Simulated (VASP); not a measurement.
# La (Pm-3m) in VASP: further runs

La is run at these levels: LDA; tasks: single point.

Everything below comes from runs of VASP 6.6.1. Logs are shortened: lines on timing, memory, paths and dates and some standing lists are left out, and cuts for length are marked.

### 1 The cell of the first run

Symmetry: Pm-3m, No. 221, cubic system. The conventional cell has a = 3.067 Å, b = 3.067 Å, c = 3.067 Å, α = 90.00°, β = 90.00°, γ = 90.00°. La (site symmetry m-3m) has 6 La at 3.07 Å within 4.0 Å.

This isn't the form of La at room conditions, which is double hcp.

### 2 Single point, LDA

INCAR reads:

```
PREC     = Accurate       # precision mode
ENCUT    = 520            # plane-wave cutoff, eV
EDIFF    = 1E-6           # SCF threshold, eV
ISMEAR   = -1             # smearing method
SIGMA    = 0.08           # smearing width, eV
LREAL    = F              # projectors in reciprocal space
LASPH    = T              # aspherical terms in the spheres
NELM     = 60             # most SCF steps
ALGO     = Normal         # electronic algorithm
ISIF     = 2              # what is computed and relaxed
LWAVE    = F              # write WAVECAR
LCHARG   = F              # write CHGCAR
NBANDS   = 12             # bands
```

KPOINTS reads:

```
regular mesh
0
Gamma
  12 12 12
```

POSCAR reads:

```
La
1.0
    3.0669605019      0.0000000000      0.0000000000
    0.0000000000      3.0669605019      0.0000000000
    0.0000000000      0.0000000000      3.0669605019
La
1
Direct
    0.0000000000      0.0000000000      0.0000000000
```

Potentials or basis: VASP PAW LDA potentials, release 64 (La).

The run is started by

```console
cat potpaw_LDA.64/La/POTCAR > POTCAR
mpirun -np 1 vasp_std > vasp.out
```

OUTCAR:

```text
PREC = Accurate
   ENCUT = 520
   EDIFF = 1E-6
   ISMEAR = -1
   LREAL = F
   LASPH = T
   NELM = 60
   ISIF = 2

 ion  position               nearest neighbor table
   1  0.000  0.000  0.000-

  LATTYP: Found a simple cubic cell.
 ALAT       =     3.0669605019

  Lattice vectors:

 A1 = (   3.0669605019,   0.0000000000,   0.0000000000)
 A2 = (   0.0000000000,   3.0669605019,   0.0000000000)
 A3 = (   0.0000000000,   0.0000000000,   3.0669605019)

Analysis of symmetry for initial positions (statically):
=====================================================================
 Subroutine PRICEL returns:
 Original cell was already a primitive cell.

 Routine SETGRP: Setting up the symmetry group for a
 simple cubic supercell.

 Subroutine GETGRP returns: Found 48 space group operations
 (whereof 48 operations were pure point group operations)
 out of a pool of 48 trial point group operations.

The static configuration has the point symmetry O_h .

Analysis of symmetry for dynamics (positions and initial velocities):
=====================================================================
 Subroutine PRICEL returns:
 Original cell was already a primitive cell.

 Routine SETGRP: Setting up the symmetry group for a
 simple cubic supercell.

 Subroutine GETGRP returns: Found 48 space group operations
 (whereof 48 operations were pure point group operations)
 out of a pool of 48 trial point group operations.

The dynamic configuration has the point symmetry O_h .

 Subroutine INISYM returns: Found 48 space group operations
 (whereof 48 operations are pure point group operations),
 and found     1 'primitive' translations

----------------------------------------------------------------------------------------

                                     Primitive cell

  volume of cell :      28.8486

  direct lattice vectors                    reciprocal lattice vectors
     3.066960502  0.000000000  0.000000000     0.326055715  0.000000000  0.000000000
     0.000000000  3.066960502  0.000000000     0.000000000  0.326055715  0.000000000
     0.000000000  0.000000000  3.066960502     0.000000000  0.000000000  0.326055715

  length of vectors
     3.066960502  3.066960502  3.066960502     0.326055715  0.326055715  0.326055715

  position of ions in fractional coordinates (direct lattice)
     0.000000000  0.000000000  0.000000000

  ion indices of the primitive-cell ions
   primitive index   ion index
                 1           1

----------------------------------------------------------------------------------------

 KPOINTS: regular mesh

Automatic generation of k-mesh.
 Grid dimensions read from file:
 generate k-points for:   12   12   12

 Generating k-lattice:

  Cartesian coordinates                     Fractional coordinates (reciprocal lattice)
     0.027171310  0.000000000  0.000000000     0.083333333  0.000000000  0.000000000
     0.000000000  0.027171310  0.000000000     0.000000000  0.083333333  0.000000000
     0.000000000  0.000000000  0.027171310     0.000000000  0.000000000  0.083333333

  Length of vectors
     0.027171310  0.027171310  0.027171310

  Shift w.r.t. Gamma in fractional coordinates (k-lattice)
     0.000000000  0.000000000  0.000000000

 Subroutine IBZKPT returns following result:
 ===========================================

 Found     84 irreducible k-points:

 Following reciprocal coordinates:
            Coordinates               Weight
  0.000000  0.000000  0.000000      1.000000
  0.083333  0.000000  0.000000      6.000000
  0.166667  0.000000  0.000000      6.000000
  0.250000  0.000000  0.000000      6.000000
  0.333333  0.000000  0.000000      6.000000
  0.416667  0.000000  0.000000      6.000000
[... 16 lines left out ...]
  0.333333  0.333333  0.000000     12.000000
  0.416667  0.333333  0.000000     24.000000
 [... further k-points ...]
   k-points           NKPTS =     84   k-points in BZ     NKDIM =     84   number of bands    NBANDS=     12
   number of dos      NEDOS =    301   number of ions     NIONS =      1
   total plane-waves  NPLWV =  13824
   dimension x,y,z NGX =    24 NGY =   24 NGZ =   24
   dimension x,y,z NGXF=    48 NGYF=   48 NGZF=   48
   ions per type =               1
   NGX,Y,Z   is equivalent  to a cutoff of  13.01, 13.01, 13.01 a.u.
   NGXF,Y,Z  is equivalent  to a cutoff of  26.02, 26.02, 26.02 a.u.
 SYSTEM =  unknown system
   PREC   = accura    normal or accurate (medium, high low for compatibility)
   ISTART =      0    job   : 0-new  1-cont  2-samecut
   ICHARG =      2    charge: 1-file 2-atom 10-const
   ISPIN  =      1    spin polarized calculation?
   LNONCOLLINEAR =      F non collinear calculations
   LSORBIT =      F    spin-orbit coupling
   LASPH  =      T    aspherical Exc in radial PAW
   ENCUT  =  520.0 eV  38.22 Ry    6.18 a.u.   5.70  5.70  5.70*2*pi/ulx,y,z
   NELM   =     60;   NELMIN=  2; NELMDL= -5     # of ELM steps
   EDIFF  = 0.1E-05   stopping-criterion for ELM
   LREAL  =      F    real-space projection
   EDIFFG = 0.1E-04   stopping-criterion for IOM
   NSW    =      0    number of steps for IOM
   IBRION =     -1    ionic relax: 0-MD 1-quasi-New 2-CG
   NFREE  =      0    steps in history (QN), initial steepest desc. (CG)
   ISIF   =      2    stress and relaxation
   ISYM   =      2    0-nonsym 1-usesym 2-fastsym
   POTIM  = 0.5000    time-step for ionic-motion
   TEBEG  =    0.0;   TEEND  =   0.0 temperature during run
   PSTRESS=    0.0 pullay stress
   NELECT =      11.0000    total number of electrons
   NUPDOWN=      -1.0000    fix difference up-down
   EMIN   =  10.00;   EMAX   =-10.00  energy-range for DOS
   EFERMI =   0.00;   METHOD = LEGACY
   ISMEAR =    -1;   SIGMA  =   0.08  broadening in eV -4-tet -1-fermi 0-gaus
   EFERMI_NEDOS =   21; number of points for ismear=-14 and -15
   IALGO  =     38    algorithm
   IMIX   =      4    mixing-type and parameters
     AMIX     =   0.40;   BMIX     =  1.00
     AMIX_MAG =   1.60;   BMIX_MAG =  1.00
  volume/ion in A,a.u.               =      28.85       194.68
  Fermi-wavevector in a.u.,A,eV,Ry     =   1.187128  2.243347 19.174321  1.409273
  Thomas-Fermi vector in A             =   2.323286
   LORBIT       =      0    0 simple, 1 ext, 2 COOP (PROOUT), +10 PAW based schemes
   GGA     = CA    functional components
   LHFCALC =     F    Hartree Fock is set to
   AEXX    =    0.0000 exact exchange contribution
   IVDW    =     0    specifies the selected vdW correction
   LEPSILON=     F    determine dielectric tensor
   LRPA    =     F    only Hartree local field effects (RPA)
 non-spin polarized calculation
  energy-cutoff  :      520.00
  volume of cell :       28.85
 maximum number of plane-waves:       804
 NGX is ok and might be reduce to    24
   NGX = 11   NGY = 11   NGZ = 11

 number of electron      11.0000000 magnetization

 Free energy of the ion-electron system (eV)
  ---------------------------------------------------
  ext. energy  EPLUGINS =         0.00000000
  ---------------------------------------------------
  free energy    TOTEN  =        -5.12502210 eV

  energy without entropy =       -5.08451311  energy(sigma->0) =       -5.10476761

 E-fermi :  10.1959     XC(G=0): -10.7668

 val. band max:       10.1935677538   @ k =   0.5000   0.0833   0.0833
 cond. band min:      10.2200776116   @ k =   0.4167   0.2500   0.0000
 fundamental gap:      0.0265098578
 Fermi energy:        10.1959134906

 k-point     1 :       0.0000    0.0000    0.0000
  band No.  band energies     occupation
      1     -22.8068      2.00000
      2      -4.6654      2.00000
      3      -4.6654      2.00000
      4      -4.6654      2.00000
      5       7.7324      2.00000
      6       8.6261      2.00000
      7       8.6261      2.00000
      8      12.4353      0.00000
      9      12.4353      0.00000
     10      12.4353      0.00000
     11      12.8258      0.00000
     12      12.8258      0.00000

 k-point     2 :       0.0833    0.0000    0.0000
  band No.  band energies     occupation
      1     -22.7741      2.00000
      2      -4.9605      2.00000
      3      -4.6403      2.00000
      4      -4.6403      2.00000
      5       7.9339      2.00000
      6       8.6807      2.00000
      7       8.9925      2.00000
      8      12.4012      0.00000
      9      12.4476      0.00000
     10      12.4476      0.00000
     11      12.7928      0.00000
     12      12.8318      0.00000

 k-point     3 :       0.1667    0.0000    0.0000
  band No.  band energies     occupation
      1     -22.6830      2.00000
      2      -5.6943      2.00000
      3      -4.5708      2.00000
      4      -4.5708      2.00000
      5       8.2901      2.00000
      6       8.8385      2.00000
      7      10.1453      1.30619
      8      12.2998      0.00000
      9      12.4837      0.00000
     10      12.4837      0.00000
     11      12.6480      0.00000
     12      12.8517      0.00000
[... 286 lines left out ...]
 k-point    23 :       0.3333    0.3333    0.0000
  band No.  band energies     occupation
      1     -22.0389      2.00000
      2      -6.9782      2.00000
      3      -6.9238      2.00000
      4      -4.0966      2.00000
      5       8.3954      2.00000
      6      10.2249      0.82054
      7      11.9239      0.00000
      8      12.2372      0.00000
      9      12.5327      0.00000
     10      12.7101      0.00000
     11      12.8602      0.00000
     12      12.8993      0.00000

 k-point    24 :       0.4167    0.3333    0.0000
  band No.  band energies     occupation
      1     -21.9382      2.00000
      2      -7.4667      2.00000
      3      -6.8432      2.00000
      4      -4.0257      2.00000
      5       7.8429      2.00000
      6      10.5373      0.02765
      7      11.7963      0.00000
      8      12.1780      0.00000
      9      12.6681      0.00000
     10      12.6716      0.00000
     11      12.8483      0.00000
     12      12.9945      0.00000

 [... further k-points ...]
[... 5 lines left out ...]
  --------------------------------------------------------------------------------------
  -------------------------------------------------------------------------------------
  Total        0.6020396      0.6020396      0.6020396     -0.0000000     -0.0000000     -0.0000000
  in kB       33.4357521     33.4357521     33.4357521     -0.0000000     -0.0000000     -0.0000000
  external PRESSURE =      33.4357521 kB  Pullay stress =       0.0000000 kB

 VOLUME and BASIS-vectors are now :
 -----------------------------------------------------------------------------
  energy-cutoff  :      520.00
  volume of cell :       28.85
      direct lattice vectors                 reciprocal lattice vectors
     3.066960502  0.000000000  0.000000000     0.326055715  0.000000000  0.000000000
     0.000000000  3.066960502  0.000000000     0.000000000  0.326055715  0.000000000
     0.000000000  0.000000000  3.066960502     0.000000000  0.000000000  0.326055715

 POSITION                                       TOTAL-FORCE (eV/Angst)
 -----------------------------------------------------------------------------------
      0.00000      0.00000      0.00000         0.000000      0.000000      0.000000
 -----------------------------------------------------------------------------------
    total drift:                               -0.000000      0.000000      0.000000

  FREE ENERGIE OF THE ION-ELECTRON SYSTEM (eV)
  ---------------------------------------------------
  free  energy   TOTEN  =        -5.1250220986 eV

  energy  without entropy=       -5.0845131122  energy(sigma->0) =       -5.10476761
```

Wall time 8.7 s (1 thread of Intel Xeon 6975P-C (Granite Rapids), shared host); peak memory 0.16 GiB.

Results:

```yaml
Free_energy: -5.1250 eV
Pressure: 3.3 GPa
Band_gap_on_the_k_mesh: zero (an odd number of electrons rules out a gap without spin polarisation)
```

Levels at points of the mesh, in eV from the Fermi level:
```csv
k point,band 3,band 4,band 5,band 6,band 7,band 8
"(0.00, 0.00, 0.00)",-14.86,-14.86,-2.46,-1.57,-1.57,2.24
"(0.50, 0.00, 0.00)",-14.47,-14.47,-0.47,-0.07,0.98,1.45
"(0.50, 0.50, 0.00)",-17.69,-14.10,-3.39,1.05,1.56,1.56
"(0.50, 0.50, 0.50)",-17.17,-17.17,-1.69,-1.69,-1.69,1.05
```

Caveat: the cell stands under pressure; spin-orbit coupling is left out, which moves the levels of the heavy elements.

### 3 Single point, LDA

INCAR reads:

```
ALGO = Normal ; EDIFF = 1E-6
ENCUT = 520 ; ISIF = 2
ISMEAR = -1 ; LASPH = T
LCHARG = F ; LREAL = F
LWAVE = F ; NBANDS = 12
NELM = 100 ; PREC = Accurate
SIGMA = 0.08
```

KPOINTS reads:

```
k-points
0
Gamma
  12 12 12
```

POSCAR reads:

```
La
1.0
    3.0684985700      0.0000000000      0.0000000000
    0.0000000000      3.0684985700      0.0000000000
    0.0000000000      0.0000000000      3.0684985700
La
1
Direct
    0.0000000000      0.0000000000      0.0000000000
```

Potentials or basis: VASP PAW LDA potentials, release 64 (La).

The run is started by

```console
cat potpaw_LDA.64/La/POTCAR > POTCAR
mpirun -np 1 vasp_std > vasp.out
```

Wall time 9 s (1 thread of Intel Xeon 6975P-C (Granite Rapids), shared host); peak memory 0.15 GiB.

The run converged. Its results:

| Property | Result |
| --- | --- |
| Free energy | -5.1259 eV |
| Pressure | 3.3 GPa |
| Band gap on the k mesh | zero (an odd number of electrons rules out a gap without spin polarisation) |

Levels at points of the mesh, in eV from the Fermi level:
| k point | band 3 | band 4 | band 5 | band 6 | band 7 | band 8 |
| --- | --- | --- | --- | --- | --- | --- |
| (0.00, 0.00, 0.00) | -14.87 | -14.87 | -2.47 | -1.57 | -1.57 | 2.24 |
| (0.50, 0.00, 0.00) | -14.47 | -14.47 | -0.47 | -0.08 | 0.98 | 1.45 |
| (0.50, 0.50, 0.00) | -17.68 | -14.11 | -3.38 | 1.05 | 1.56 | 1.56 |
| (0.50, 0.50, 0.50) | -17.17 | -17.17 | -1.69 | -1.69 | -1.69 | 1.06 |

Caveat: the cell stands under pressure; spin-orbit coupling is left out, which moves the levels of the heavy elements.

The gap in the log of VASP goes by the Fermi energy; the results here count the filled bands.